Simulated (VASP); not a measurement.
A run of VASP 6.6.1:

Contents of INCAR:

```
  PREC = Accurate
  ENCUT = 520
  EDIFF = 1E-6
  ISMEAR = 0
  SIGMA = 0.01
  LREAL = False
  LASPH = True
  NELM = 100
  ALGO = Normal
  ISIF = 2
  LWAVE = False
  LCHARG = False
  NBANDS = 16
```

KPOINTS

```
Automatic mesh
0
Gamma
  18 18 6
```

POSCAR

```
C
1.0
    1.2280479700     -2.1270618200      0.0000000000
    1.2280479700      2.1270618200      0.0000000000
    0.0000000000      0.0000000000      7.1732677600
C
4
Direct
    0.0833794600      0.9166205400      0.7531376000
    0.5833794600      0.4166205400      0.2468624000
    0.9166205400      0.0833794600      0.2468624000
    0.4166205400      0.5833794600      0.7531376000
```

Potentials or basis: VASP PAW LDA potentials, release 64 (C).

The run is started by

```bash
$ cat potpaw_LDA.64/C/POTCAR > POTCAR
$ mpirun -np 1 vasp_std > vasp.out
```

Hardware: 1 thread of Intel(R) Xeon(R) Platinum 8488C (Sapphire Rapids) (shared host).

Question: How long does it take, and how much memory?

Answer: It took 120 s on 1 thread of Intel(R) Xeon(R) Platinum 8488C (Sapphire Rapids), on a shared host, peak memory 0.24 GiB. Counts: scf iterations 12, k points 364.
